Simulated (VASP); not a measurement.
# Si (Fd-3m) in VASP: notebook, part 2 of 2

VASP 6.6.1. The steps go on from the part before.

## 3. Single point, PBE (volume scaled by 0.99)

File INCAR:

```
PREC = Accurate ; ENCUT = 520
EDIFF = 1E-7 ; ISMEAR = -1
SIGMA = 0.08 ; LREAL = F
LASPH = T ; NELM = 100
ALGO = Normal ; ISIF = 2
LWAVE = F ; LCHARG = F
GGA = PE ; NBANDS = 11
```

File KPOINTS:

```
Automatic mesh
0
Gamma
  11 11 11
```

File POSCAR:

```
Si
1.0
    0.0000000000      2.7063880927      2.7063880927
    2.7063880927      0.0000000000      2.7063880927
    2.7063880927      2.7063880927      0.0000000000
Si
2
Direct
    0.5000000000      0.5000000000      0.5000000000
    0.7500000000      0.7500000000      0.7500000000
```

Potentials or basis: VASP PAW PBE potentials, release 64 (Si).

Command:

```bash
$ cat potpaw_PBE.64/Si/POTCAR > POTCAR
$ mpirun -np 1 vasp_std > vasp.out
```

OUTCAR:

```text
PREC = Accurate
   ENCUT = 520
   EDIFF = 1E-7
   ISMEAR = -1
   LREAL = F
   LASPH = T
   NELM = 100
   ISIF = 2
   GGA = PE

 ion  position               nearest neighbor table
   1  0.500  0.500  0.500-   2 2.34   2 2.34   2 2.34   2 2.34
   2  0.750  0.750  0.750-   1 2.34   1 2.34   1 2.34   1 2.34

  LATTYP: Found a face centered cubic cell.
 ALAT       =     5.4127761854

  Lattice vectors:

 A1 = (   0.0000000000,   2.7063880927,   2.7063880927)
 A2 = (   2.7063880927,   0.0000000000,   2.7063880927)
 A3 = (   2.7063880927,   2.7063880927,   0.0000000000)

Analysis of symmetry for initial positions (statically):
=====================================================================
 Subroutine PRICEL returns:
 Original cell was already a primitive cell.

 Routine SETGRP: Setting up the symmetry group for a
 face centered cubic supercell.

 Subroutine GETGRP returns: Found 48 space group operations
 (whereof 24 operations were pure point group operations)
 out of a pool of 48 trial point group operations.

The static configuration has the point symmetry T_d .
[... 171 lines left out ...]
      1      -6.0994      2.00000
      2       5.9264      1.93248
      3       5.9264      1.93248
      4       5.9264      1.93248
      5       8.4962      0.00000
      6       8.4962      0.00000
      7       8.4962      0.00000
      8       9.4151      0.00000
      9      13.6515      0.00000
     10      13.6515      0.00000
     11      13.9262      0.00000
[... 309 lines left out ...]
 k-point    24 :      -0.1818    0.1818    0.0000
  band No.  band energies     occupation
      1      -4.9658      2.00000
      2       1.8491      2.00000
      3       3.2152      2.00000
      4       5.2366      1.99999
      5       8.9470      0.00000
      6       9.6880      0.00000
      7       9.9949      0.00000
      8      11.6550      0.00000
      9      12.0058      0.00000
     10      16.0096      0.00000
     11      16.6424      0.00000

 [... further k-points ...]

------------------------ aborting loop because EDIFF is reached ----------------------------------------

  FORCE on cell =-STRESS in cart. coord.  units (eV):
  Direction    XX          YY          ZZ          XY          YZ          ZX
  --------------------------------------------------------------------------------------
  -------------------------------------------------------------------------------------
  Total        0.7229470      0.7229470      0.7229470      0.0000000      0.0000000     -0.0000000
  in kB       29.2157354     29.2157354     29.2157354      0.0000000      0.0000000     -0.0000000
  external PRESSURE =      29.2157354 kB  Pullay stress =       0.0000000 kB

 VOLUME and BASIS-vectors are now :
 -----------------------------------------------------------------------------
  energy-cutoff  :      520.00
  volume of cell :       39.65
      direct lattice vectors                 reciprocal lattice vectors
     0.000000000  2.706388093  2.706388093    -0.184748079  0.184748079  0.184748079
     2.706388093  0.000000000  2.706388093     0.184748079 -0.184748079  0.184748079
     2.706388093  2.706388093  0.000000000     0.184748079  0.184748079 -0.184748079

 POSITION                                       TOTAL-FORCE (eV/Angst)
 -----------------------------------------------------------------------------------
      2.70639      2.70639      2.70639        -0.000000     -0.000000     -0.000000
      4.05958      4.05958      4.05958         0.000000      0.000000      0.000000
 -----------------------------------------------------------------------------------
    total drift:                                0.000000      0.000000     -0.000000

  FREE ENERGIE OF THE ION-ELECTRON SYSTEM (eV)
  ---------------------------------------------------
  free  energy   TOTEN  =       -10.8385925077 eV

  energy  without entropy=      -10.8382604803  energy(sigma->0) =      -10.83842649
```

OSZICAR:

```text
N       E                     dE             d eps       ncg     rms          rms(c)
DAV:   1     0.858001665651E+01    0.85800E+01   -0.33976E+03  1232   0.598E+02
DAV:   2    -0.103976449872E+02   -0.18978E+02   -0.18172E+02  1565   0.865E+01
DAV:   3    -0.110198214222E+02   -0.62218E+00   -0.62082E+00  1568   0.141E+01
DAV:   4    -0.110244844377E+02   -0.46630E-02   -0.46624E-02  1466   0.154E+00
DAV:   5    -0.110245306828E+02   -0.46245E-04   -0.46244E-04  1537   0.144E-01    0.495E+00
DAV:   6    -0.108955135741E+02    0.12902E+00   -0.74441E-02  1394   0.112E+00    0.302E+00
DAV:   7    -0.108371317576E+02    0.58382E-01   -0.14182E-01  1409   0.166E+00    0.193E-01
DAV:   8    -0.108383693769E+02   -0.12376E-02   -0.61799E-03  1431   0.425E-01    0.819E-02
DAV:   9    -0.108385658614E+02   -0.19648E-03   -0.18506E-04  1529   0.844E-02    0.607E-02
DAV:  10    -0.108385919678E+02   -0.26106E-04   -0.23407E-05  1455   0.277E-02    0.660E-03
DAV:  11    -0.108385923334E+02   -0.36558E-06   -0.19344E-06  1542   0.726E-03    0.333E-03
DAV:  12    -0.108385924633E+02   -0.12991E-06   -0.44602E-07  1412   0.418E-03    0.213E-03
DAV:  13    -0.108385925077E+02   -0.44400E-07   -0.47104E-09   892   0.459E-04
   1 F= -.10838593E+02 E0= -.10838426E+02  d E =-.332027E-03
```

Wall time 30 s (1 thread of Intel Xeon 8259CL, shared host); peak memory 0.16 GiB.

Results:

```
Free energy            : -10.8386 eV
Pressure               : 2.9 GPa
Band gap on the k mesh : 0.58 eV, indirect (least direct gap 2.57 eV)
```

 A k mesh can miss the band edges.

## 4. Single point, PBE (volume scaled by 1.01)

File INCAR:

```
PREC = Accurate
ENCUT = 520
EDIFF = 1E-7
ISMEAR = -1
SIGMA = 0.08
LREAL = False
LASPH = True
NELM = 60
ALGO = Normal
ISIF = 2
LWAVE = False
LCHARG = False
GGA = PE
NBANDS = 11
```

KPOINTS is that of step 3.

File POSCAR:

```
Si
1.0
    0.0000000000      2.7244915613      2.7244915613
    2.7244915613      0.0000000000      2.7244915613
    2.7244915613      2.7244915613      0.0000000000
Si
2
Direct
    0.5000000000      0.5000000000      0.5000000000
    0.7500000000      0.7500000000      0.7500000000
```

Command:

```bash
$ cat potpaw_PBE.64/Si/POTCAR > POTCAR
$ mpirun -np 1 vasp_std > vasp.out
```

Run time: 37 s. Hardware: 1 thread of Intel Xeon 8259CL, shared host; peak memory 0.16 GiB.

The run converged. Its results:

| Quantity | Value |
| --- | --- |
| Free energy | -10.8483 eV |
| Pressure | 1.0 GPa |
| Band gap on the k mesh | 0.62 eV, indirect (least direct gap 2.56 eV) |

Levels at points of the mesh, in eV from the valence-band top:
| k point | band 1 | band 2 | band 3 | band 4 | band 5 | band 6 | band 7 | band 8 |
| --- | --- | --- | --- | --- | --- | --- | --- | --- |
| (0.00, 0.00, 0.00) | -11.89 | 0.00 | 0.00 | 0.00 | 2.56 | 2.56 | 2.56 | 3.26 |

## 5. Single point, PBE (volume scaled by 1.02)

File INCAR:

```
PREC = Accurate ; ENCUT = 520
EDIFF = 1E-6 ; ISMEAR = -1
SIGMA = 0.08 ; LREAL = F
LASPH = T ; NELM = 60
ALGO = Normal ; ISIF = 2
LWAVE = F ; LCHARG = F
GGA = PE ; NBANDS = 11
```

KPOINTS is that of step 4.

File POSCAR:

```
Si
1.0
    0.0000000000      2.7334537691      2.7334537691
    2.7334537691      0.0000000000      2.7334537691
    2.7334537691      2.7334537691      0.0000000000
Si
2
Direct
    0.5000000000      0.5000000000      0.5000000000
    0.7500000000      0.7500000000      0.7500000000
```

Command:

```bash
$ cat potpaw_PBE.64/Si/POTCAR > POTCAR
$ mpirun -np 1 vasp_std > vasp.out
```

Run time: 30 s. Hardware: 1 thread of Intel Xeon 8259CL, shared host; peak memory 0.17 GiB.

The run converged. Its results:

```
Free energy            : -10.8496 eV
Pressure               : 0.1 GPa
Band gap on the k mesh : 0.63 eV, indirect (least direct gap 2.56 eV)
```

Levels at points of the mesh, in eV from the valence-band top:
| k point | band 1 | band 2 | band 3 | band 4 | band 5 | band 6 | band 7 | band 8 |
| --- | --- | --- | --- | --- | --- | --- | --- | --- |
| (0.00, 0.00, 0.00) | -11.82 | 0.00 | 0.00 | 0.00 | 2.56 | 2.56 | 2.56 | 3.15 |

 A k mesh can miss the band edges.

## 6. Summary

```csv
cell,gap on the mesh (eV),pressure (GPa)
"a = 3.814 Å, angles 60.0°, 2 atoms",0.56,4.0
"a = 3.827 Å, angles 60.0°, 2 atoms",0.58,2.9
"a = 3.853 Å, angles 60.0°, 2 atoms",0.62,1.0
"a = 3.866 Å, angles 60.0°, 2 atoms",0.63,0.1
```

Alike in all rows: task single point; level PBE; potentials or basis VASP PAW PBE potentials, release 64 (Si); no spin polarisation; k mesh 11 × 11 × 11; cutoff (eV) 520; smearing fermi-dirac 0.08 eV.

Absolute energies hang on the potentials; compare differences alone.
